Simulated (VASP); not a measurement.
A run of VASP 6.6.1 is set up as follows.

File INCAR:

```
  PREC = Accurate
  ENCUT = 520
  EDIFF = 1E-7
  ISMEAR = 0
  SIGMA = 0.02
  LREAL = F
  LASPH = T
  NELM = 60
  ALGO = Normal
  ISIF = 2
  LWAVE = F
  LCHARG = F
  GGA = PE
  NBANDS = 16
```

File KPOINTS:

```
regular mesh
0
Gamma
  10 10 10
```

Contents of POSCAR:

```
AlN
1.0
    0.0000000000      2.8173469758      4.8445546422
    1.4338816269      0.0000000000      4.8445546422
    1.4338816269      2.8173469758      0.0000000000
Al N
2 2
Direct
    0.5662533145      0.5662533145      0.9337466855
    0.3162533145      0.3162533145      0.6837466855
    0.6837466855      0.6837466855      0.3162533145
    0.9337466855      0.9337466855      0.5662533145
```

Potentials or basis: VASP PAW PBE potentials, release 64 (Al, N).

Run with:

```console
$ cat potpaw_PBE.64/Al/POTCAR potpaw_PBE.64/N/POTCAR > POTCAR
$ mpirun -np 1 vasp_std > vasp.out
```

Problem. Estimate the band gap on the k mesh.

Solution. 3.17 eV.

Problem. What does it give for the pressure?

Solution. -0.3 GPa.

Stress tensor (GPa, compression positive):
```
-0.19  0.00  0.00
 0.00 -0.26  0.00
 0.00  0.00 -0.34
```

A k mesh can miss the band edges.
